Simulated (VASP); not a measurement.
CrPb:

```xyz
2
Lattice="3.4859 0.0000 0.0000 0.0000 3.4859 0.0000 0.0000 0.0000 3.4859" Properties=species:S:1:pos:R:3 pbc="T T T"
Cr    0.0000    0.0000    0.0000
Pb    1.7429    1.7429    1.7429
```

Base run:

```yaml
Program: VASP 6.6.1
Functional: PBEsol
Potentials_or_basis: VASP PAW PBE potentials, release 64 (Cr_pv, Pb_d)
Cutoff: 520 eV
k_mesh: 12 × 12 × 12
Occupations: gaussian, width 0.1 eV
Spin: collinear spin, ferromagnetic start
Starting_moments: "[0.66, -0.06] μB"
Fixed_moment: 0.5 μB
```

Its results: pressure -14.7 GPa; site moments Cr +0.59; Pb -0.06 μB.

The run is repeated on the same cell with these changes: fixed moment from 0.5 μB to 4 μB; moments at the start from [0.66, -0.06] to [4.14, -0.03]. What comes out?

Pressure -0.1 GPa; site moments Cr +3.67; Pb -0.05 μB.

Caveats: the PAW data sets were made with another functional, which shifts forces and pressure a little; the total moment is fixed, so each spin has its own Fermi level; the cell stands under tension (at least some runs).
